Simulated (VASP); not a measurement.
**Al2O: single point with PBE**

Crystal: Al2O.

```
CELL_PARAMETERS angstrom
-1.98672 1.98672 2.90444
1.98672 -1.98672 2.90444
1.98672 1.98672 -2.90444
ATOMIC_POSITIONS crystal
Al 0.50000 0.00000 0.50000
Al 0.00000 0.50000 0.50000
O 0.50000 0.50000 0.00000
```

```
Program             : VASP 6.6.1
Task                : single point
Functional          : PBE
Potentials or basis : VASP PAW PBE potentials, release 64 (Al, O)
Cutoff              : 520 eV
k mesh              : 6 × 6 × 6
Occupations         : gaussian, width 0.1 eV
Spin                : no spin polarisation
```

```json
{
  "Pressure": "-0.3 GPa",
  "Band gap on the k mesh": "zero (band 6 reaches 8.48 eV, above the bottom of band 7 at 5.69 eV)"
}
```

Levels at points of the mesh, in eV from the Fermi level:
```
           k point  band 2  band 3  band 4  band 5  band 6  band 7  band 8  band 9  band 10  band 11
(0.00, 0.00, 0.00)   -6.30   -6.25   -6.25   -3.95    2.63    4.58    5.22    5.22     5.26     5.26
(0.50, 0.00, 0.00)   -8.32   -6.34   -4.62   -2.93   -0.80    2.37    2.90    3.67     7.46     8.20
(0.50, 0.50, 0.00)   -8.27   -7.05   -4.49   -2.64   -0.59   -0.05    3.51    5.10     5.55    10.11
(0.50, 0.50, 0.50)   -6.73   -6.73   -6.28   -3.14   -0.69    0.60    3.57    3.57     9.07     9.10
```

Wall time 25 s on 1 thread of Intel(R) Xeon(R) Platinum 8375C CPU @ 2.90GHz (Ice Lake), with other jobs on the host, peak memory 0.16 GiB.

Caveat: the k points lie up to 0.37 Å⁻¹ apart.
